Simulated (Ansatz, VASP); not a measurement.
# Zn4SeO3 in VASP and in Ansatz

```
Zn Se O
1.0
     4.93315    0.00000    0.00000
     0.00000    4.93315    0.00000
    -2.46657   -2.46657    4.77602
Zn Se O
4 1 3
Direct
  0.14388 0.14388 0.71979
  0.57591 0.57591 0.71979
  0.85612 0.42409 0.28021
  0.42409 0.85612 0.28021
  0.00000 0.00000 0.00000
  0.50000 0.50000 0.00000
  0.75000 0.25000 0.50000
  0.25000 0.75000 0.50000
```

Alike in both runs: task single point; functional PBE; k mesh 4 × 4 × 4; occupations gaussian, width 0.1 eV; no spin polarisation.

```csv
,VASP,Ansatz
version,VASP 6.6.1,Ansatz 0.2.0
potentials or method,"VASP PAW PBE potentials, release 64 (Zn, Se, O), cutoff 520 eV","scalar-relativistic, plane waves, PAW"
valence electrons in the cell,72,82
```

```csv
,VASP,Ansatz,Ansatz less VASP
gap on the k mesh at the Fermi level (eV),0.46,0.47,+0.013
least direct gap on the mesh (eV),0.46,0.47,+0.013
pressure (GPa),0.6,0.0,-0.55
rms of the force components (eV/Å),0.008,0.002,-0.0060
```

Atom by atom the forces differ by 0.006 eV/Å (rms over components). VASP's potentials hold 72 valence electrons a cell and Ansatz's 82, so a difference there can come from the potentials and not from the codes.
